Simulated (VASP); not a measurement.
# Co4Ge (R-3m) in VASP: single point with PBE

Aim: the single point of Co4Ge with PBE.

Everything below comes from runs of VASP 6.6.1. Logs are shortened: lines on timing, memory, paths and dates and some standing lists are left out, and cuts for length are marked.

## Step 1: The cell of the first run

It takes space group R-3m (No. 166, trigonal). Conventional cell: a = 2.625 Å, b = 2.625 Å, c = 29.588 Å, α = 90.00°, β = 90.00°, γ = 120.00°. Within 3.2 Å of Co (site symmetry 3m) lie 9 Co at 2.45 to 2.62 Å and 3 Ge at 2.51 Å. Co (site symmetry 3m) has 12 Co at 2.45 to 2.62 Å within 3.2 Å. Ge (site symmetry -3m) has 6 Co at 2.51 Å and 6 Ge at 2.62 Å within 3.3 Å.

## Step 2: Single point, PBE, collinear spin, antiferromagnetic start

INCAR

```
  ALGO = Normal
  EDIFF = 1E-6
  ENCUT = 690
  GGA = PE
  GGA_COMPAT = False
  ISIF = 2
  ISMEAR = 0
  ISPIN = 2
  LASPH = True
  LCHARG = False
  LMAXMIX = 4
  LORBIT = 11
  LREAL = False
  LWAVE = False
  MAGMOM = -3 3 3 -3 0
  NBANDS = 53
  NELM = 200
  PREC = Accurate
  SIGMA = 0.1
```

KPOINTS

```
k-points
0
Gamma
  6 6 6
```

POSCAR

```
Co4Ge
1.0
    1.3124951100      0.7577694100      9.8626480100
   -1.3124951100      0.7577694100      9.8626480100
    0.0000000000     -1.5155388100      9.8626480100
Co Ge
4 1
Direct
    0.4011600000      0.4011600000      0.4011600000
    0.7996799900      0.7996799900      0.7996799900
    0.2003200100      0.2003200100      0.2003200100
    0.5988400000      0.5988400000      0.5988400000
    0.0000000000      0.0000000000      0.0000000000
```

Potentials or basis: VASP PAW PBE potentials, release 64 (Co_sv, Ge_d).

Command:

```
> cat potpaw_PBE.64/Co_sv/POTCAR potpaw_PBE.64/Ge_d/POTCAR > POTCAR
> mpirun -np 1 vasp_std > vasp.out
```

OUTCAR:

```text
EDIFF = 1E-6
   ENCUT = 690
   GGA = PE
   ISIF = 2
   ISMEAR = 0
   ISPIN = 2
   LASPH = True
   LORBIT = 11
   LREAL = False
   NELM = 200
   PREC = Accurate

 ion  position               nearest neighbor table
   1  0.401  0.401  0.401-   2 2.45   2 2.45   2 2.45   5 2.51   5 2.51   5 2.51
   2  0.800  0.800  0.800-   1 2.45   1 2.45   1 2.45   3 2.50   3 2.50   3 2.50
   3  0.200  0.200  0.200-   4 2.45   4 2.45   4 2.45   2 2.50   2 2.50   2 2.50
   4  0.599  0.599  0.599-   3 2.45   3 2.45   3 2.45   5 2.51   5 2.51   5 2.51
   5  0.000  0.000  0.000-   4 2.51   4 2.51   1 2.51   1 2.51   4 2.51   1 2.51

  LATTYP: Found a trigonal (rhomboedric) cell.
 ALAT       =     9.9784108786
 COS(alpha) =     0.9653978870

  Lattice vectors:

 A1 = (   1.3124951100,   0.7577694100,   9.8626480100)
 A2 = (  -1.3124951100,   0.7577694100,   9.8626480100)
 A3 = (   0.0000000000,  -1.5155388100,   9.8626480100)

Analysis of symmetry for initial positions (statically):
=====================================================================
 Subroutine PRICEL returns:
 Original cell was already a primitive cell.

 Routine SETGRP: Setting up the symmetry group for a
 trigonal (rhombohedral) supercell.

 Subroutine GETGRP returns: Found 12 space group operations
 (whereof 12 operations were pure point group operations)
 out of a pool of 12 trial point group operations.

The static configuration has the point symmetry D_3d.

Analysis of symmetry for dynamics (positions and initial velocities):
=====================================================================
 Subroutine PRICEL returns:
 Original cell was already a primitive cell.

 Routine SETGRP: Setting up the symmetry group for a
 trigonal (rhombohedral) supercell.

 Subroutine GETGRP returns: Found 12 space group operations
 (whereof 12 operations were pure point group operations)
 out of a pool of 12 trial point group operations.

The dynamic configuration has the point symmetry D_3d.

Analysis of structural, dynamic, and magnetic symmetry:
=====================================================================
 Subroutine PRICEL returns:
 Original cell was already a primitive cell.

 Routine SETGRP: Setting up the symmetry group for a
 trigonal (rhombohedral) supercell.

 Subroutine GETGRP returns: Found 12 space group operations
 (whereof 12 operations were pure point group operations)
 out of a pool of 12 trial point group operations.

The overall configuration has the point symmetry D_3d.

[... 133 lines left out ...]
   LEPSILON=     F    determine dielectric tensor
   LRPA    =     F    only Hartree local field effects (RPA)
 spin polarized calculation
 Gauss-broadening in eV      SIGMA  =   0.10
  energy-cutoff  :      690.00
  volume of cell :       58.85
 maximum number of plane-waves:      2454
 NGX is ok and might be reduce to    90
   NGX = 43   NGY = 43   NGZ = 43

 number of electron      82.0000007 magnetization       2.3003783

 Free energy of the ion-electron system (eV)
  ---------------------------------------------------
  ext. energy  EPLUGINS =         0.00000000
  ---------------------------------------------------
  free energy    TOTEN  =       -31.96709573 eV

  energy without entropy =      -31.94397140  energy(sigma->0) =      -31.95553356

 E-fermi :  11.2384     XC(G=0): -13.4946

 val. band max:       11.2317674803   @ k =   0.5000   0.5000   0.0000
 cond. band min:      11.2483944279   @ k =   0.5000   0.5000   0.0000
 fundamental gap:      0.0166269476
 Fermi energy:        11.2383509083

 spin component 1

 k-point     1 :       0.0000    0.0000    0.0000
  band No.  band energies     occupation
      1     -84.9106      1.00000
      2     -84.8861      1.00000
      3     -83.2838      1.00000
      4     -83.2838      1.00000
      5     -48.2155      1.00000
      6     -48.0855      1.00000
[... 1333 lines left out ...]
     52      20.7836      0.00000
     53      21.0099      0.00000

 [... further k-points ...]

 spin component 2

 k-point     1 :       0.0000    0.0000    0.0000
  band No.  band energies     occupation
      1     -83.8293      1.00000
      2     -83.8293      1.00000
      3     -82.8814      1.00000
      4     -82.8552      1.00000
      5     -47.1055      1.00000
      6     -47.1055      1.00000
[... 1333 lines left out ...]
     52      21.0318      0.00000
     53      21.1085      0.00000

 [... further k-points ...]

------------------------ aborting loop because EDIFF is reached ----------------------------------------

  FORCE on cell =-STRESS in cart. coord.  units (eV):
  Direction    XX          YY          ZZ          XY          YZ          ZX
  --------------------------------------------------------------------------------------
  -------------------------------------------------------------------------------------
  Total       -1.3985290     -1.3985290     -1.3875423      0.0000000     -0.0000000      0.0000000
  in kB      -38.0717209    -38.0717211    -37.7726342      0.0000000     -0.0000000      0.0000000
  external PRESSURE =     -37.9720254 kB  Pullay stress =       0.0000000 kB

 VOLUME and BASIS-vectors are now :
 -----------------------------------------------------------------------------
  energy-cutoff  :      690.00
  volume of cell :       58.85
      direct lattice vectors                 reciprocal lattice vectors
     1.312495110  0.757769410  9.862648010     0.380953800  0.219943779  0.033797549
    -1.312495110  0.757769410  9.862648010    -0.380953800  0.219943779  0.033797549
     0.000000000 -1.515538810  9.862648010     0.000000000 -0.439887557  0.033797550

 POSITION                                       TOTAL-FORCE (eV/Angst)
 -----------------------------------------------------------------------------------
      0.00000      0.00000     11.86950         0.000000     -0.000000     -0.895413
      0.00000      0.00000     23.66089         0.000000      0.000000      0.527239
      0.00000      0.00000      5.92706         0.000000     -0.000000     -0.527239
      0.00000      0.00000     17.71844         0.000000      0.000000      0.895413
      0.00000      0.00000      0.00000         0.000000     -0.000000      0.000000
 -----------------------------------------------------------------------------------
    total drift:                                0.000000      0.000000     -0.000000

  FREE ENERGIE OF THE ION-ELECTRON SYSTEM (eV)
  ---------------------------------------------------
  free  energy   TOTEN  =       -31.9670957261 eV

  energy  without entropy=      -31.9439714035  energy(sigma->0) =      -31.95553356

 total charge

# of ion       s       p       d       tot
------------------------------------------
    1        2.217   6.101   6.773  15.091
    2        2.234   6.103   6.667  15.004
    3        2.234   6.103   6.667  15.004
    4        2.217   6.101   6.773  15.091
    5        1.141   1.242  10.150  12.533
--------------------------------------------------
tot         10.044  25.651  37.029  72.724

 magnetization (x)

# of ion       s       p       d       tot
------------------------------------------
    1       -0.002  -0.004  -0.454  -0.460
    2        0.000  -0.005   1.677   1.671
    3        0.000  -0.005   1.677   1.671
    4       -0.002  -0.004  -0.454  -0.460
    5       -0.015  -0.006   0.003  -0.019
--------------------------------------------------
tot         -0.020  -0.025   2.448   2.404
```

OSZICAR:

```text
N       E                     dE             d eps       ncg     rms          rms(c)
DAV:   1     0.208305091060E+04    0.20831E+04   -0.46922E+04  8602   0.563E+03
DAV:   2     0.416491485904E+03   -0.16666E+04   -0.16120E+04  8377   0.143E+03
DAV:   3     0.642717227188E+01   -0.41006E+03   -0.39352E+03 10184   0.696E+02
[... 11 lines left out ...]
DAV:  15    -0.319669945774E+02   -0.56182E-03   -0.11407E-03 10566   0.435E-01    0.132E-01
DAV:  16    -0.319670713715E+02   -0.76794E-04   -0.28845E-04 11528   0.185E-01    0.529E-02
DAV:  17    -0.319670880064E+02   -0.16635E-04   -0.50491E-05  9283   0.970E-02    0.251E-02
DAV:  18    -0.319670938984E+02   -0.58920E-05   -0.21244E-05  8552   0.537E-02    0.118E-02
DAV:  19    -0.319670951727E+02   -0.12743E-05   -0.36545E-06  6126   0.216E-02    0.681E-03
DAV:  20    -0.319670957261E+02   -0.55339E-06   -0.66324E-07  4544   0.126E-02
   1 F= -.31967096E+02 E0= -.31955534E+02  d E =-.231243E-01  mag=     2.2994
```

Wall time 84 min (1 thread of AMD EPYC 9R45 (Zen 5), shared host); peak memory 1.8 GiB.

Results:

```yaml
Free_energy: -31.9671 eV
Pressure: -3.8 GPa
Largest_force: 0.895 eV/Å
Net_moment: 2.30 μB per cell
Site_moments: Co -0.46, +1.67 (each value once); Ge -0.02 μB
Valence_electrons_inside_the_program's_atomic_spheres: Co 15.09, 15.00 (each value once); Ge 12.53
```

Forces on the atoms (eV/Å):
```
Co   0.000  0.000 -0.895
Co   0.000  0.000  0.527
Co   0.000  0.000 -0.527
Co   0.000  0.000  0.895
Ge   0.000  0.000  0.000
```

Caveat: the k points lie up to 0.46 Å⁻¹ apart.
